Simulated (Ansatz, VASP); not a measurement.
Cd: VASP beside Ansatz

```
CELL_PARAMETERS angstrom
3.06824 0.00000 0.00000
-1.53412 2.65717 0.00000
0.00000 0.00000 5.61765
ATOMIC_POSITIONS crystal
Cd 0.33333 0.66667 0.25000
Cd 0.66667 0.33333 0.75000
```

Change from the starting cell: strain +0.0300 x Voigt [1, 1, 0, 0, 0, 0], atoms carried along.

Alike in both runs: task single point; functional PBEsol; k mesh 18 × 18 × 8; occupations gaussian, width 0.15 eV; no spin polarisation.

|  | VASP | Ansatz |
| --- | --- | --- |
| version | VASP 6.6.1 | Ansatz 0.2.0 |
| potentials or method | VASP PAW PBE potentials, release 64 (Cd), cutoff 520 eV | scalar-relativistic, plane waves, PAW |
| valence electrons in the cell | 24 | 40 |

|  | VASP | Ansatz | Ansatz less VASP |
| --- | --- | --- | --- |
| gap on the k mesh at the Fermi level (eV) | none | none | - |
| pressure (GPa) | -4.0 | -4.2 | -0.27 |
| traceless stress, the component that is largest in VASP (GPa) | 0.90 | 0.99 | +0.086 |

VASP's potentials were made for PBE, not for PBEsol. A gap of «none» marks a metal or a gap that the smearing closes. The functional is the same, so the differences come from potentials, cutoffs and numerics. VASP's potentials hold 24 valence electrons a cell and Ansatz's 40, so a difference there can come from the potentials and not from the codes.
